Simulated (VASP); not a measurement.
**Se: single point with LDA**

The system is Se.

```
Se
1.0
     0.00000    2.97196    2.97196
     2.97196    0.00000    2.97196
     2.97196    2.97196    0.00000
Se
2
Direct
  0.74000 0.92000 0.92000
  0.26000 0.08000 0.08000
```

This cell differs from its parent crystal: shortest bond scaled by 0.64.

* Program: VASP 6.6.1
* Task: single point
* Functional: LDA
* Potentials or basis: VASP PAW LDA potentials, release 64 (Se)
* Cutoff: 520 eV
* k mesh: 9 × 9 × 9
* Occupations: fermi-dirac, width 0.05 eV
* Spin: no spin polarisation

The pressure is 70.8 GPa and the largest force is 41.051 eV/Å. The band gap on the k mesh is zero (bands 6 and 7 overlap by 2.34 eV).

Forces in eV/Å, atoms in the order of the input:
```
Se  -23.701  23.701  23.701
Se   23.701 -23.701 -23.701
```

Stress tensor (GPa, compression positive):
```
 70.82 -68.67 -68.67
-68.67  70.82  68.67
-68.67  68.67  70.82
```

Levels at points of the mesh, in eV from the Fermi level:
```
           k point  band 3  band 4  band 5  band 6  band 7  band 8  band 9  band 10
(0.00, 0.00, 0.00)   -7.31   -5.32   -5.32   -0.94   -0.94    3.16    4.30     7.07
```

Wall time 22 s on 1 thread of Intel(R) Xeon(R) Platinum 8488C (Sapphire Rapids), with other jobs on the host, peak memory 0.17 GiB.

Caveat: the cell differs from its parent crystal (shortest bond scaled by 0.64); atoms lie so close that the PAW spheres overlap strongly, which falsifies energies and pressures; the cell stands under pressure; forces of over 1 eV/Å act on the atoms, so gaps and moduli don't describe the material at rest.
